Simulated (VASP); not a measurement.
# LiGeN (P6_3mc) in VASP: further runs, part 3 of 3

VASP 6.6.1. The steps go on from the part before.

## 6. Single point, r2SCAN

This run uses another cell than the first one, of 12.05 Å³/atom.

Contents of POSCAR:

```
LiGeN
1.0
    2.9870692135      0.0000000000      0.0000000000
   -1.4935346068      2.5868778218      0.0000000000
    0.0000000000      0.0000000000      9.3530577400
Li Ge N
2 2 2
Direct
    0.6666666667      0.3333333333      0.7431798159
    0.3333333333      0.6666666667      0.2431798159
    0.0000000000      0.0000000000      0.4988273199
    0.0000000000      0.0000000000      0.9988273199
    0.3333333333      0.6666666667      0.6026308642
    0.6666666667      0.3333333333      0.1026308642
```

Contents of INCAR.step1:

```
PREC = Accurate
ENCUT = 520
ISMEAR = 0
SIGMA = 0.01
LREAL = False
LASPH = True
NELM = 100
NBANDS = 31
GGA = PE
ALGO = Normal
EDIFF = 1E-4
LWAVE = True
LCHARG = False
```

Contents of INCAR.step2:

```
PREC = Accurate
ENCUT = 520
EDIFF = 1E-6
ISMEAR = 0
SIGMA = 0.01
LREAL = False
LASPH = True
NELM = 100
ALGO = Normal
ISIF = 2
LWAVE = False
LCHARG = False
METAGGA = R2SCAN
LMIXTAU = True
NBANDS = 31
ISTART = 1
```

Contents of KPOINTS:

```
regular mesh
0
Gamma
  9 9 2
```

Potentials or basis: VASP PAW PBE potentials, release 64 (Li_sv, Ge_d, N).

The run is started by

```console
> cat potpaw_PBE.64/Li_sv/POTCAR potpaw_PBE.64/Ge_d/POTCAR potpaw_PBE.64/N/POTCAR > POTCAR
> cp INCAR.step1 INCAR
> mpirun -np 1 vasp_std > vasp.out
> cp INCAR.step2 INCAR
> mpirun -np 1 vasp_std > vasp.out
```

OUTCAR:

```text
PREC = Accurate
   ENCUT = 520
   EDIFF = 1E-6
   ISMEAR = 0
   LREAL = False
   LASPH = True
   NELM = 100
   ISIF = 2
   METAGGA = R2SCAN
   ISTART = 1

 ion  position               nearest neighbor table
   1  0.667  0.333  0.743-   5 2.17   5 2.17   5 2.17
   2  0.333  0.667  0.243-   6 2.17   6 2.17   6 2.17
   3  0.000  0.000  0.499-   5 1.98   5 1.98   5 1.98
   4  0.000  0.000  0.999-   6 1.98   6 1.98   6 1.98
   5  0.333  0.667  0.603-   3 1.98   3 1.98   3 1.98   1 2.17   1 2.17   1 2.17
   6  0.667  0.333  0.103-   4 1.98   4 1.98   4 1.98   2 2.17   2 2.17   2 2.17

  LATTYP: Found a hexagonal cell.
 ALAT       =     2.9870692135
 C/A-ratio  =     3.1311821292

  Lattice vectors:

 A1 = (   2.9870692135,   0.0000000000,   0.0000000000)
 A2 = (  -1.4935346068,   2.5868778218,   0.0000000000)
 A3 = (   0.0000000000,   0.0000000000,   9.3530577400)

Analysis of symmetry for initial positions (statically):
=====================================================================
 Subroutine PRICEL returns:
 Original cell was already a primitive cell.

 Routine SETGRP: Setting up the symmetry group for a
 hexagonal supercell.

 Subroutine GETGRP returns: Found 12 space group operations
 (whereof  6 operations were pure point group operations)
 out of a pool of 24 trial point group operations.

The static configuration has the point symmetry C_3v.
 The point group associated with its full space group is C_6v.

Analysis of symmetry for dynamics (positions and initial velocities):
=====================================================================
 Subroutine PRICEL returns:
 Original cell was already a primitive cell.

 Routine SETGRP: Setting up the symmetry group for a
 hexagonal supercell.

 Subroutine GETGRP returns: Found 12 space group operations
 (whereof  6 operations were pure point group operations)
 out of a pool of 24 trial point group operations.

The dynamic configuration has the point symmetry C_3v.
 The point group associated with its full space group is C_6v.

 Subroutine INISYM returns: Found 12 space group operations
 (whereof  6 operations are pure point group operations),
 and found     1 'primitive' translations

----------------------------------------------------------------------------------------

                                     Primitive cell

  volume of cell :      72.2728

  direct lattice vectors                    reciprocal lattice vectors
     2.987069213  0.000000000  0.000000000     0.334776307  0.193283191  0.000000000
    -1.493534607  2.586877822  0.000000000     0.000000000  0.386566382  0.000000000
     0.000000000  0.000000000  9.353057740     0.000000000  0.000000000  0.106916907

  length of vectors
     2.987069213  2.987069214  9.353057740     0.386566382  0.386566382  0.106916907

  position of ions in fractional coordinates (direct lattice)
     0.666666667  0.333333333  0.743179816
     0.333333333  0.666666667  0.243179816
     0.000000000  0.000000000  0.498827320
     0.000000000  0.000000000  0.998827320
     0.333333333  0.666666667  0.602630864
     0.666666667  0.333333333  0.102630864

  ion indices of the primitive-cell ions
   primitive index   ion index
                 1           1
                 2           2
[... 33 lines left out ...]
  0.000000  0.000000  0.000000      1.000000
  0.111111  0.000000  0.000000      6.000000
  0.222222  0.000000  0.000000      6.000000
  0.333333  0.000000  0.000000      6.000000
  0.444444  0.000000  0.000000      6.000000
  0.111111  0.111111  0.000000      6.000000
[... 16 lines left out ...]
  0.333333  0.222222  0.500000     12.000000
  0.333333  0.333333  0.500000      2.000000
   k-points           NKPTS =     24   k-points in BZ     NKDIM =     24   number of bands    NBANDS=     31
   number of dos      NEDOS =    301   number of ions     NIONS =      6
   total plane-waves  NPLWV =  40320
   dimension x,y,z NGX =    24 NGY =   24 NGZ =   70
   dimension x,y,z NGXF=    48 NGYF=   48 NGZF=  140
   ions per type =               2   2   2
   NGX,Y,Z   is equivalent  to a cutoff of  13.36, 13.36, 12.44 a.u.
   NGXF,Y,Z  is equivalent  to a cutoff of  26.71, 26.71, 24.88 a.u.
 SYSTEM =  unknown system
   PREC   = accura    normal or accurate (medium, high low for compatibility)
   ISTART =      1    job   : 0-new  1-cont  2-samecut
   ICHARG =      0    charge: 1-file 2-atom 10-const
   ISPIN  =      1    spin polarized calculation?
   LNONCOLLINEAR =      F non collinear calculations
   LSORBIT =      F    spin-orbit coupling
   LASPH  =      T    aspherical Exc in radial PAW
   ENCUT  =  520.0 eV  38.22 Ry    6.18 a.u.   5.55  5.55 17.39*2*pi/ulx,y,z
   NELM   =    100;   NELMIN=  2; NELMDL=  0     # of ELM steps
   EDIFF  = 0.1E-05   stopping-criterion for ELM
   LREAL  =      F    real-space projection
   EDIFFG = 0.1E-04   stopping-criterion for IOM
   NSW    =      0    number of steps for IOM
   IBRION =     -1    ionic relax: 0-MD 1-quasi-New 2-CG
   NFREE  =      0    steps in history (QN), initial steepest desc. (CG)
   ISIF   =      2    stress and relaxation
   ISYM   =      2    0-nonsym 1-usesym 2-fastsym
   POTIM  = 0.5000    time-step for ionic-motion
   TEBEG  =    0.0;   TEEND  =   0.0 temperature during run
   PSTRESS=    0.0 pullay stress
   NELECT =      44.0000    total number of electrons
   NUPDOWN=      -1.0000    fix difference up-down
   EMIN   =  10.00;   EMAX   =-10.00  energy-range for DOS
   EFERMI =   0.00;   METHOD = LEGACY
   ISMEAR =     0;   SIGMA  =   0.01  broadening in eV -4-tet -1-fermi 0-gaus
   EFERMI_NEDOS =   21; number of points for ismear=-14 and -15
   IALGO  =     38    algorithm
   IMIX   =      4    mixing-type and parameters
     AMIX     =   0.40;   BMIX     =  1.00
     AMIX_MAG =   1.60;   BMIX_MAG =  1.00
  volume/ion in A,a.u.               =      12.05        81.29
  Fermi-wavevector in a.u.,A,eV,Ry     =   1.387504  2.622002 26.193477  1.925166
  Thomas-Fermi vector in A             =   2.511718
   LORBIT       =      0    0 simple, 1 ext, 2 COOP (PROOUT), +10 PAW based schemes
   METAGGA = R2SCAN    functional components
   LHFCALC =     F    Hartree Fock is set to
   AEXX    =    0.0000 exact exchange contribution
   IVDW    =     0    specifies the selected vdW correction
   LEPSILON=     F    determine dielectric tensor
   LRPA    =     F    only Hartree local field effects (RPA)
 non-spin polarized calculation
 Gauss-broadening in eV      SIGMA  =   0.01
  energy-cutoff  :      520.00
  volume of cell :       72.27
 maximum number of plane-waves:      1991
 NGX is ok and might be reduce to    24
   NGX = 11   NGY = 11   NGZ = 35

 number of electron      44.0000001 magnetization

 Free energy of the ion-electron system (eV)
  ---------------------------------------------------
  ext. energy  EPLUGINS =         0.00000000
  ---------------------------------------------------
  free energy    TOTEN  =       -53.21952536 eV

  energy without entropy =      -53.21952536  energy(sigma->0) =      -53.21952536

 E-fermi :   4.8235     XC(G=0): -11.2560

 val. band max:        4.6261613754   @ k =   0.2222   0.0000   0.0000
 cond. band min:       6.6716140236   @ k =   0.4444   0.0000   0.0000
 fundamental gap:      2.0454526481
 Fermi energy:         4.8235211876

 k-point     1 :       0.0000    0.0000    0.0000
  band No.  band energies     occupation
      1     -42.1277      2.00000
      2     -42.1276      2.00000
      3     -20.0177      2.00000
      4     -20.0177      2.00000
      5     -20.0177      2.00000
      6     -20.0177      2.00000
[... 805 lines left out ...]
     30      14.2544      0.00000
     31      15.0137      0.00000

------------------------ aborting loop because EDIFF is reached ----------------------------------------

  FORCE on cell =-STRESS in cart. coord.  units (eV):
  Direction    XX          YY          ZZ          XY          YZ          ZX
  --------------------------------------------------------------------------------------
  -------------------------------------------------------------------------------------
  Total       -0.0105722     -0.0105722     -0.0601717      0.0000000      0.0000000      0.0000000
  in kB       -0.2343699     -0.2343699     -1.3339157      0.0000000      0.0000000      0.0000000
  external PRESSURE =      -0.6008851 kB  Pullay stress =       0.0000000 kB

 VOLUME and BASIS-vectors are now :
 -----------------------------------------------------------------------------
  energy-cutoff  :      520.00
  volume of cell :       72.27
      direct lattice vectors                 reciprocal lattice vectors
     2.987069213  0.000000000  0.000000000     0.334776307  0.193283191  0.000000000
    -1.493534607  2.586877822  0.000000000     0.000000000  0.386566382  0.000000000
     0.000000000  0.000000000  9.353057740     0.000000000  0.000000000  0.106916907

 POSITION                                       TOTAL-FORCE (eV/Angst)
 -----------------------------------------------------------------------------------
      1.49353      0.86229      6.95100        -0.000000      0.000000     -0.017600
     -0.00000      1.72459      2.27447         0.000000      0.000000     -0.017600
      0.00000      0.00000      4.66556        -0.000000      0.000000     -0.069251
      0.00000      0.00000      9.34209         0.000000     -0.000000     -0.069251
     -0.00000      1.72459      5.63644        -0.000000      0.000000      0.086851
      1.49353      0.86229      0.95991         0.000000     -0.000000      0.086851
 -----------------------------------------------------------------------------------
    total drift:                               -0.000001     -0.000001     -0.082682

  FREE ENERGIE OF THE ION-ELECTRON SYSTEM (eV)
  ---------------------------------------------------
  free  energy   TOTEN  =       -53.2195253619 eV

  energy  without entropy=      -53.2195253619  energy(sigma->0) =      -53.21952536
```

Wall time 2.3 min (1 thread of Intel Xeon 6975P-C (Granite Rapids), shared host); peak memory 0.22 GiB.

What came out:

* Free energy: -53.2195 eV
* Largest force: 0.087 eV/Å
* Band gap on the k mesh: 2.05 eV (least direct gap 2.81 eV)

Forces on the atoms (eV/Å):
```
Li   0.000  0.000 -0.018
Li   0.000  0.000 -0.018
Ge   0.000  0.000 -0.069
Ge   0.000  0.000 -0.069
N    0.000  0.000  0.087
N    0.000  0.000  0.087
```

Caveat: the cutoff is under 1.25 times the usual one of these potentials, so pressure, stress and relaxed cells hold a basis-set (Pulay) error; the PAW data sets were made with another functional, which shifts forces and pressure a little. A k mesh can miss the band edges.

## 7. Summary

```csv
level,cell,gap on the mesh (eV),largest force (eV/Å)
PBE,"a = 3.045, b = 3.045, c = 9.523 Å, angles 90.0, 90.0, 120.0°, 6 atoms, atomic positions A",1.56,0.22
PBE,"a = 3.075, b = 3.075, c = 9.615 Å, angles 90.0, 90.0, 120.0°, 6 atoms, atomic positions A",1.51,0.44
r2SCAN,"a = 2.926, b = 2.926, c = 9.162 Å, angles 90.0, 90.0, 120.0°, 6 atoms, atomic positions B",2.12,0.72
r2SCAN,"a = 2.957, b = 2.957, c = 9.259 Å, angles 90.0, 90.0, 120.0°, 6 atoms, atomic positions B",2.11,0.37
r2SCAN,"a = 2.987, b = 2.987, c = 9.353 Å, angles 90.0, 90.0, 120.0°, 6 atoms, atomic positions B",2.05,0.09
```

Alike in all rows: task single point; potentials or basis VASP PAW PBE potentials, release 64 (Li_sv, Ge_d, N); no spin polarisation; k mesh 9 × 9 × 2; cutoff (eV) 520; smearing gaussian 0.01 eV.

Caveats: the cutoff is under 1.25 times the usual one of these potentials, so pressure, stress and relaxed cells hold a basis-set (Pulay) error; the PAW data sets were made with another functional, which shifts forces and pressure a little (at least some runs).

Absolute energies hang on the potentials; compare differences alone.
